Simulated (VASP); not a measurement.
LiCl, 2 atoms in the cell. It takes space group Fm-3m (No. 225, cubic). Conventional cell: a = 4.464 Å, b = 4.464 Å, c = 4.464 Å, α = 90.00°, β = 90.00°, γ = 90.00°. Within 3.0 Å of Cl (site symmetry m-3m) lie 6 Li at 2.23 Å. Li (site symmetry m-3m) has 6 Cl at 2.23 Å within 3.0 Å. 

```yaml
Program: VASP 6.6.1
Task: single point
Functional: PBEsol
Potentials_or_basis: VASP PAW PBE potentials, release 64 (Cl, Li_sv)
Cutoff: 520 eV
k_mesh: 9 × 9 × 9
Occupations: fermi-dirac, width 0.05 eV
Spin: no spin polarisation
Dipole_correction: no
Further_INCAR_settings: ALGO = Normal; EDIFF = 1e-06; NBANDS = 12
```

Potentials or basis: VASP PAW PBE potentials, release 64 (Cl, Li_sv).

Launch:

```console
$ cat potpaw_PBE.64/Cl/POTCAR potpaw_PBE.64/Li_sv/POTCAR > POTCAR
$ mpirun -np 1 vasp_std > vasp.out
```

Hardware: 1 thread of Intel Xeon 8259CL (shared host).

Task: Estimate the wall time of this run.

Result: It took 11 s on 1 thread of Intel Xeon 8259CL (shared host), peak memory 0.13 GiB. Counts: scf iterations 12, k points 35.
